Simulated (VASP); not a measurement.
# Ge in VASP: further runs, part 2 of 2

VASP 6.6.1. Earlier steps stand in the parts before.

## (3) Single point, PBEsol

This run uses another cell than the first one, of 18.38 Å³/atom.

Input file INCAR:

```
  PREC = Accurate
  ENCUT = 500
  EDIFF = 1E-6
  ISMEAR = 1
  SIGMA = 0.1
  LREAL = F
  LASPH = T
  NELM = 120
  ALGO = Normal
  ISIF = 2
  LWAVE = F
  LCHARG = F
  GGA = PS
  NBANDS = 13
  GGA_COMPAT = F
```

Input file KPOINTS:

```
regular mesh
0
Gamma
  11 11 10
```

Input file POSCAR:

```
Ge
1.0
    1.4089240733     -2.4402495166      0.0000000000
    1.4089240733      2.4402495166      0.0000000000
    0.0000000000      0.0000000000      2.6735644840
Ge
1
Direct
    0.5000000000      0.5000000000      0.0000000000
```

Potentials or basis: VASP PAW PBE potentials, release 64 (Ge_d).

Started as:

```
$ cat potpaw_PBE.64/Ge_d/POTCAR > POTCAR
$ mpirun -np 1 vasp_std > vasp.out
```

OUTCAR:

```text
PREC = Accurate
   ENCUT = 500
   EDIFF = 1E-6
   ISMEAR = 1
   LREAL = F
   LASPH = T
   NELM = 120
   ISIF = 2
   GGA = PS

 ion  position               nearest neighbor table
   1  0.500  0.500  0.000-

  LATTYP: Found a base centered orthorhombic cell.
 ALAT       =     2.8178481466
 B/A-ratio  =     1.7319950470
 C/A-ratio  =     0.9487965089

  Lattice vectors:

 A1 = (   1.4089240733,  -2.4402495166,   0.0000000000)
 A2 = (   1.4089240733,   2.4402495166,   0.0000000000)
 A3 = (   0.0000000000,   0.0000000000,   2.6735644840)

Analysis of symmetry for initial positions (statically):
=====================================================================
 Subroutine PRICEL returns:
 Original cell was already a primitive cell.

 Routine SETGRP: Setting up the symmetry group for a
 base centered orthorhombic supercell.

 Subroutine GETGRP returns: Found  8 space group operations
 (whereof  8 operations were pure point group operations)
 out of a pool of  8 trial point group operations.

The static configuration has the point symmetry D_2h.

Analysis of symmetry for dynamics (positions and initial velocities):
=====================================================================
 Subroutine PRICEL returns:
 Original cell was already a primitive cell.

 Routine SETGRP: Setting up the symmetry group for a
 base centered orthorhombic supercell.

 Subroutine GETGRP returns: Found  8 space group operations
 (whereof  8 operations were pure point group operations)
 out of a pool of  8 trial point group operations.

The dynamic configuration has the point symmetry D_2h.

 Subroutine INISYM returns: Found  8 space group operations
 (whereof  8 operations are pure point group operations),
 and found     1 'primitive' translations

----------------------------------------------------------------------------------------

                                     Primitive cell

  volume of cell :      18.3841

  direct lattice vectors                    reciprocal lattice vectors
     1.408924073 -2.440249517  0.000000000     0.354880727 -0.204897080  0.000000000
     1.408924073  2.440249517  0.000000000     0.354880727  0.204897080  0.000000000
     0.000000000  0.000000000  2.673564484     0.000000000  0.000000000  0.374032497

  length of vectors
     2.817780110  2.817780110  2.673564484     0.409784265  0.409784265  0.374032497

  position of ions in fractional coordinates (direct lattice)
     0.500000000  0.500000000  0.000000000

  ion indices of the primitive-cell ions
   primitive index   ion index
                 1           1

----------------------------------------------------------------------------------------

 KPOINTS: regular mesh

Automatic generation of k-mesh.
 Grid dimensions read from file:
 generate k-points for:   11   11   10

 Generating k-lattice:

  Cartesian coordinates                     Fractional coordinates (reciprocal lattice)
     0.032261884 -0.018627007  0.000000000     0.090909091  0.000000000  0.000000000
     0.032261884  0.018627007  0.000000000     0.000000000  0.090909091  0.000000000
     0.000000000  0.000000000  0.037403250     0.000000000  0.000000000  0.100000000

  Length of vectors
     0.037253115  0.037253115  0.037403250

  Shift w.r.t. Gamma in fractional coordinates (k-lattice)
     0.000000000  0.000000000  0.000000000

 Subroutine IBZKPT returns following result:
 ===========================================

 Found    216 irreducible k-points:

 Following reciprocal coordinates:
            Coordinates               Weight
  0.000000  0.000000  0.000000      1.000000
  0.090909  0.000000  0.000000      4.000000
  0.181818  0.000000  0.000000      4.000000
  0.272727  0.000000  0.000000      4.000000
  0.363636  0.000000  0.000000      4.000000
  0.454545  0.000000  0.000000      4.000000
[... 16 lines left out ...]
 -0.272727  0.181818  0.000000      4.000000
 -0.181818  0.181818  0.000000      2.000000
 [... further k-points ...]
   k-points           NKPTS =    216   k-points in BZ     NKDIM =    216   number of bands    NBANDS=     13
   number of dos      NEDOS =    301   number of ions     NIONS =      1
   total plane-waves  NPLWV =  11520
   dimension x,y,z NGX =    24 NGY =   24 NGZ =   20
   dimension x,y,z NGXF=    48 NGYF=   48 NGZF=   40
   ions per type =               1
   NGX,Y,Z   is equivalent  to a cutoff of  14.16, 14.16, 12.44 a.u.
   NGXF,Y,Z  is equivalent  to a cutoff of  28.32, 28.32, 24.87 a.u.
 SYSTEM =  unknown system
   PREC   = accura    normal or accurate (medium, high low for compatibility)
   ISTART =      0    job   : 0-new  1-cont  2-samecut
   ICHARG =      2    charge: 1-file 2-atom 10-const
   ISPIN  =      1    spin polarized calculation?
   LNONCOLLINEAR =      F non collinear calculations
   LSORBIT =      F    spin-orbit coupling
   LASPH  =      T    aspherical Exc in radial PAW
   ENCUT  =  500.0 eV  36.75 Ry    6.06 a.u.   5.14  5.14  4.87*2*pi/ulx,y,z
   NELM   =    120;   NELMIN=  2; NELMDL= -5     # of ELM steps
   EDIFF  = 0.1E-05   stopping-criterion for ELM
   LREAL  =      F    real-space projection
   EDIFFG = 0.1E-04   stopping-criterion for IOM
   NSW    =      0    number of steps for IOM
   IBRION =     -1    ionic relax: 0-MD 1-quasi-New 2-CG
   NFREE  =      0    steps in history (QN), initial steepest desc. (CG)
   ISIF   =      2    stress and relaxation
   ISYM   =      2    0-nonsym 1-usesym 2-fastsym
   POTIM  = 0.5000    time-step for ionic-motion
   TEBEG  =    0.0;   TEEND  =   0.0 temperature during run
   PSTRESS=    0.0 pullay stress
   NELECT =      14.0000    total number of electrons
   NUPDOWN=      -1.0000    fix difference up-down
   EMIN   =  10.00;   EMAX   =-10.00  energy-range for DOS
   EFERMI =   0.00;   METHOD = LEGACY
   ISMEAR =     1;   SIGMA  =   0.10  broadening in eV -4-tet -1-fermi 0-gaus
   EFERMI_NEDOS =   21; number of points for ismear=-14 and -15
   IALGO  =     38    algorithm
   IMIX   =      4    mixing-type and parameters
     AMIX     =   0.40;   BMIX     =  1.00
     AMIX_MAG =   1.60;   BMIX_MAG =  1.00
  volume/ion in A,a.u.               =      18.38       124.06
  Fermi-wavevector in a.u.,A,eV,Ry     =   1.494984  2.825111 30.408730  2.234979
  Thomas-Fermi vector in A             =   2.607187
   LORBIT       =      0    0 simple, 1 ext, 2 COOP (PROOUT), +10 PAW based schemes
   GGA     = PS    functional components
   LHFCALC =     F    Hartree Fock is set to
   AEXX    =    0.0000 exact exchange contribution
   IVDW    =     0    specifies the selected vdW correction
   LEPSILON=     F    determine dielectric tensor
   LRPA    =     F    only Hartree local field effects (RPA)
 non-spin polarized calculation
 Methfessel and Paxton  Order N= 1 SIGMA  =   0.10
  energy-cutoff  :      500.00
  volume of cell :       18.38
 maximum number of plane-waves:       480
 NGX is ok and might be reduce to    24
   NGX = 11   NGY = 11   NGZ =  9

 number of electron      13.9999991 magnetization

 Free energy of the ion-electron system (eV)
  ---------------------------------------------------
  ext. energy  EPLUGINS =         0.00000000
  ---------------------------------------------------
  free energy    TOTEN  =        -4.75030876 eV

  energy without entropy =       -4.75066444  energy(sigma->0) =       -4.75042732

 E-fermi :   6.8146     XC(G=0): -11.5117

 val. band max:        6.7643709835   @ k =   0.4545   0.1818   0.0000
 cond. band min:       6.8434435857   @ k =   0.3636   0.3636   0.4000
 fundamental gap:      0.0790726023
 Fermi energy:         6.8145971366

 k-point     1 :       0.0000    0.0000    0.0000
  band No.  band energies     occupation
      1     -17.9244      2.00000
      2     -17.8457      2.00000
      3     -17.8457      2.00000
      4     -17.6730      2.00000
      5     -17.6730      2.00000
      6      -6.6379      2.00000
      7      13.2998      0.00000
      8      15.5387      0.00000
      9      15.5393      0.00000
     10      16.9245      0.00000
     11      21.3033      0.00000
     12      21.3042      0.00000
     13      22.1982      0.00000
[... 353 lines left out ...]
 k-point    24 :      -0.1818    0.1818    0.0000
  band No.  band energies     occupation
      1     -17.9066      2.00000
      2     -17.8495      2.00000
      3     -17.8032      2.00000
      4     -17.6914      2.00000
      5     -17.6774      2.00000
      6      -5.8138      2.00000
      7      10.2237      0.00000
      8      13.5951      0.00000
      9      14.1009      0.00000
     10      17.1792      0.00000
     11      18.6845      0.00000
     12      24.7974      0.00000
     13      25.7231      0.00000

 [... further k-points ...]

------------------------ aborting loop because EDIFF is reached ----------------------------------------

  FORCE on cell =-STRESS in cart. coord.  units (eV):
  Direction    XX          YY          ZZ          XY          YZ          ZX
  --------------------------------------------------------------------------------------
  -------------------------------------------------------------------------------------
  Total       -0.0196164     -0.0193608     -0.0264344      0.0000000      0.0000000      0.0000000
  in kB       -1.7095695     -1.6872928     -2.3037615      0.0000000      0.0000000      0.0000000
  external PRESSURE =      -1.9002080 kB  Pullay stress =       0.0000000 kB

 VOLUME and BASIS-vectors are now :
 -----------------------------------------------------------------------------
  energy-cutoff  :      500.00
  volume of cell :       18.38
      direct lattice vectors                 reciprocal lattice vectors
     1.408924073 -2.440249517  0.000000000     0.354880727 -0.204897080  0.000000000
     1.408924073  2.440249517  0.000000000     0.354880727  0.204897080  0.000000000
     0.000000000  0.000000000  2.673564484     0.000000000  0.000000000  0.374032497

 POSITION                                       TOTAL-FORCE (eV/Angst)
 -----------------------------------------------------------------------------------
      1.40892      0.00000      0.00000         0.000000      0.000000      0.000000
 -----------------------------------------------------------------------------------
    total drift:                               -0.000000     -0.000000     -0.000000

  FREE ENERGIE OF THE ION-ELECTRON SYSTEM (eV)
  ---------------------------------------------------
  free  energy   TOTEN  =        -4.7503087589 eV

  energy  without entropy=       -4.7506644406  energy(sigma->0) =       -4.75042732
```

stdout:

```text
POSCAR found type information on POSCAR Ge
 POSCAR found :  1 types and       1 ions
 scaLAPACK will be used
 -----------------------------------------------------------------------------
|                                                                             |
|                                                                             |
|     You enforced a specific xc type in the INCAR file but a different       |
|     I HOPE YOU KNOW WHAT YOU ARE DOING!                                     |
|                                                                             |
 -----------------------------------------------------------------------------

 LDA part: xc-table for (Slater+PW92), standard interpolation
 POSCAR, INCAR and KPOINTS ok, starting setup
 FFT: planning ... GRIDC
 FFT: planning ... GRID_SOFT
 FFT: planning ... GRID
 WAVECAR not read
 entering main loop
```

Run time: 19 s. Hardware: 1 thread of AMD EPYC 9R45 (Zen 5), shared host; peak memory 0.13 GiB.

What came out:

| Quantity | Value |
| --- | --- |
| Free energy | -4.7503 eV |
| Pressure | -0.2 GPa |
| Band gap on the k mesh | zero (bands 7 and 8 overlap by 9.17 eV) |

Levels at points of the mesh, in eV from the Fermi level:
```csv
k point,band 4,band 5,band 6,band 7,band 8,band 9,band 10,band 11
"(0.00, 0.00, 0.00)",-24.49,-24.49,-13.45,6.49,8.72,8.72,10.11,14.49
"(0.00, 0.00, 0.50)",-24.56,-24.53,-9.58,-6.14,11.66,11.66,17.15,17.89
```

Caveat: the PAW data sets were made with another functional, which shifts forces and pressure a little.
